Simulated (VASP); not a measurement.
# C (P6_3/mmc) in VASP: notebook, part 2 of 2

VASP 6.6.1. Earlier steps stand in the parts before.

## (3) Electric field gradients, PBE (volume scaled by 1.06)

INCAR reads:

```
PREC = Accurate
ENCUT = 520
EDIFF = 1E-8
ISMEAR = -1
SIGMA = 0.03
LREAL = F
LASPH = T
NELM = 120
ALGO = Normal
ISIF = 2
LWAVE = F
LCHARG = F
GGA = PE
LEFG = T
NBANDS = 11
GGA_COMPAT = F
```

KPOINTS reads:

```
regular mesh
0
Gamma
  17 17 9
```

POSCAR reads:

```
C
1.0
    2.1719796404      0.0000000000      0.0000000000
   -1.0859898202      1.8809895451      0.0000000000
    0.0000000000      0.0000000000      3.6109407222
C
2
Direct
    0.3333333333      0.6666666667      0.2500000000
    0.6666666667      0.3333333333      0.7500000000
```

Potentials or basis: VASP PAW PBE potentials, release 64 (C).

The run is started by

```
$ cat potpaw_PBE.64/C/POTCAR > POTCAR
$ mpirun -np 1 vasp_std > vasp.out
```

OUTCAR:

```text
PREC = Accurate
   ENCUT = 520
   EDIFF = 1E-8
   ISMEAR = -1
   LREAL = F
   LASPH = T
   NELM = 120
   ISIF = 2
   GGA = PE

 ion  position               nearest neighbor table
   1  0.333  0.667  0.250-
   2  0.667  0.333  0.750-

  LATTYP: Found a hexagonal cell.
 ALAT       =     2.1719796404
 C/A-ratio  =     1.6625113123

  Lattice vectors:

 A1 = (   2.1719796404,   0.0000000000,   0.0000000000)
 A2 = (  -1.0859898202,   1.8809895451,   0.0000000000)
 A3 = (   0.0000000000,   0.0000000000,   3.6109407222)

Analysis of symmetry for initial positions (statically):
=====================================================================
 Subroutine PRICEL returns:
 Original cell was already a primitive cell.

 Routine SETGRP: Setting up the symmetry group for a
 hexagonal supercell.

 Subroutine GETGRP returns: Found 24 space group operations
 (whereof 12 operations were pure point group operations)
 out of a pool of 24 trial point group operations.
[... 523 lines left out ...]
      direct lattice vectors                 reciprocal lattice vectors
     2.171979640  0.000000000  0.000000000     0.460409472  0.265817533  0.000000000
    -1.085989820  1.880989545  0.000000000     0.000000000  0.531635065  0.000000000
     0.000000000  0.000000000  3.610940722     0.000000000  0.000000000  0.276936144

 POSITION                                       TOTAL-FORCE (eV/Angst)
 -----------------------------------------------------------------------------------
     -0.00000      1.25399      0.90274        -0.000000      0.000000      0.000000
      1.08599      0.62700      2.70821         0.000000      0.000000      0.000000
 -----------------------------------------------------------------------------------
    total drift:                                0.000000     -0.000000      0.000000

  FREE ENERGIE OF THE ION-ELECTRON SYSTEM (eV)
  ---------------------------------------------------
  free  energy   TOTEN  =        -9.4608238044 eV

  energy  without entropy=       -9.4592981937  energy(sigma->0) =       -9.46006100

 Electric field gradients (V/A^2)
---------------------------------------------------------------------
 ion       V_xx      V_yy      V_zz      V_xy      V_xz      V_yz
---------------------------------------------------------------------
   1       0.523     0.523    -1.046    -0.000     0.000    -0.000
   2       0.523     0.523    -1.046    -0.000    -0.000     0.000
---------------------------------------------------------------------

 Electric field gradients after diagonalization (V/A^2)
 (convention: |V_zz| > |V_xx| > |V_yy|)
----------------------------------------------------------------------
 ion       V_xx      V_yy      V_zz     asymmetry (V_yy - V_xx)/ V_zz
----------------------------------------------------------------------
   1       0.523     0.523    -1.046       0.000
   2       0.523     0.523    -1.046       0.000
----------------------------------------------------------------------

           NMR quadrupolar parameters

 Cq : quadrupolar parameter    Cq=e*Q*V_zz/h
 eta: asymmetry parameters     (V_yy - V_xx)/ V_zz
 Q  : nuclear electric quadrupole moment in mb (millibarn)
----------------------------------------------------------------------
 ion       Cq(MHz)       eta       Q (mb)
----------------------------------------------------------------------
   1      -0.003       0.000       1.000
   2      -0.003       0.000       1.000
----------------------------------------------------------------------
```

OSZICAR:

```text
N       E                     dE             d eps       ncg     rms          rms(c)
DAV:   1     0.661242228476E+01    0.66124E+01   -0.43132E+03  3713   0.673E+02
DAV:   2    -0.908963607686E+01   -0.15702E+02   -0.15024E+02  4973   0.104E+02
DAV:   3    -0.946091347944E+01   -0.37128E+00   -0.36958E+00  4428   0.127E+01
DAV:   4    -0.946178401186E+01   -0.87053E-03   -0.87047E-03  4134   0.710E-01
DAV:   5    -0.946178514755E+01   -0.11357E-05   -0.11351E-05  4413   0.252E-02    0.116E+00
DAV:   6    -0.946033336533E+01    0.14518E-02   -0.26901E-03  4176   0.354E-01    0.656E-01
DAV:   7    -0.946075426506E+01   -0.42090E-03   -0.39984E-03  3999   0.446E-01    0.532E-02
DAV:   8    -0.946082414637E+01   -0.69881E-04   -0.10422E-04  4383   0.827E-02    0.528E-03
DAV:   9    -0.946082407694E+01    0.69422E-07   -0.30376E-07  4161   0.447E-03    0.365E-03
DAV:  10    -0.946082380743E+01    0.26951E-06   -0.10693E-07  4365   0.305E-03    0.117E-04
DAV:  11    -0.946082380438E+01    0.30591E-08   -0.11158E-09  2766   0.290E-04
   1 F= -.94608238E+01 E0= -.94600610E+01  d E =-.152561E-02
```

Wall time 6 s (1 thread of Intel Xeon 6975P-C (Granite Rapids), shared host); peak memory 0.13 GiB.

Results:

| Property | Result |
| --- | --- |
| Free energy | -9.4608 eV |
| Pressure | -7.9 GPa |
| Band gap on the k mesh | zero (band 4 reaches 13.90 eV, above the bottom of band 5 at 3.64 eV) |

Stress tensor (GPa, compression positive):
```
-7.51  0.00  0.00
 0.00 -7.51  0.00
 0.00  0.00 -8.68
```

Electric field gradients, principal values (V/Å²):
```tsv
atom	least	middle	greatest (by size)
1 C	0.523	0.523	-1.046
2 C	0.523	0.523	-1.046
```

Caveat: without QUAD_EFG the Cq values of the log hold for a quadrupole moment of 1 mb, not for the nuclei.
